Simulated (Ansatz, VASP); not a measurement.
**Al2C: VASP beside Ansatz**

```
CELL_PARAMETERS angstrom
3.18085 0.00000 0.00000
-1.59042 2.75469 0.00000
0.00000 0.00000 4.40998
ATOMIC_POSITIONS crystal
Al 0.33333 0.66667 0.24192
Al 0.66667 0.33333 0.75808
C 0.00000 0.00000 0.00000
```

Change from the starting cell: species swapped into the NiTe2 type (P-3m1, No. 164).

Alike in both runs: task relaxation of cell and atoms; functional PBE; k mesh 6 × 6 × 4; occupations gaussian, width 0.1 eV; no spin polarisation.

|  | VASP | Ansatz |
| --- | --- | --- |
| version | VASP 6.6.1 | Ansatz 0.2.0 |
| potentials or method | VASP PAW PBE potentials, release 64 (Al, C), cutoff 600 eV | scalar-relativistic, plane waves, PAW |
| valence electrons in the cell | 10 | 10 |

|  | VASP | Ansatz | Ansatz less VASP |
| --- | --- | --- | --- |
| gap on the k mesh at the Fermi level, each at its own relaxed structure (eV) | none | none | - |
| relaxed volume (Å³/atom) | 12.36 | 12.37 | +0.008 |
| relaxed cell length with the largest relative difference (Å) | 3.102 | 3.104 | +0.0011 |

A gap of «none» marks a metal or a gap that the smearing closes.

The k mesh is coarse, so the values compare programs but aren't converged.
